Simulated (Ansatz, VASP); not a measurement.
# Two plane-wave programs on Ir2Ru

```
Ru Ir
1.0
     2.74209    0.00000    0.00000
    -1.37104    2.37472    0.00000
     0.00000    0.00000   13.15563
Ru Ir
2 4
Direct
  0.00000 0.00000 0.66520
  0.00000 0.00000 0.33480
  0.00000 0.00000 0.00000
  0.33333 0.66667 0.82910
  0.33333 0.66667 0.17090
  0.33333 0.66667 0.50000
```

Alike in both runs: functional PBE; k mesh 18 × 18 × 4; occupations gaussian, width 0.1 eV; no spin polarisation.

Ansatz relaxed the structure, and its values are those at the end. VASP's run is a single point on that final structure, the one shown.

```csv
,VASP,Ansatz
version,VASP 6.6.1,Ansatz 0.2.0
potentials or method,"VASP PAW PBE potentials, release 64 (Ru_pv, Ir), cutoff 520 eV","scalar-relativistic, plane waves, PAW"
valence electrons in the cell,64,100
```

|  | VASP | Ansatz | Ansatz less VASP |
| --- | --- | --- | --- |
| gap on the k mesh at the Fermi level (eV) | none | none | - |
| pressure (GPa) | 0.3 | 0.0 | -0.29 |
| rms of the force components (eV/Å) | 0.006 | 0.001 | -0.0059 |

A gap of «none» marks a metal or a gap that the smearing closes. With one functional, cell and mesh, what is left measures potentials, basis and numerics. VASP's potentials hold 64 valence electrons a cell and Ansatz's 100, so a difference there can come from the potentials and not from the codes.

Spin-orbit coupling is off throughout.
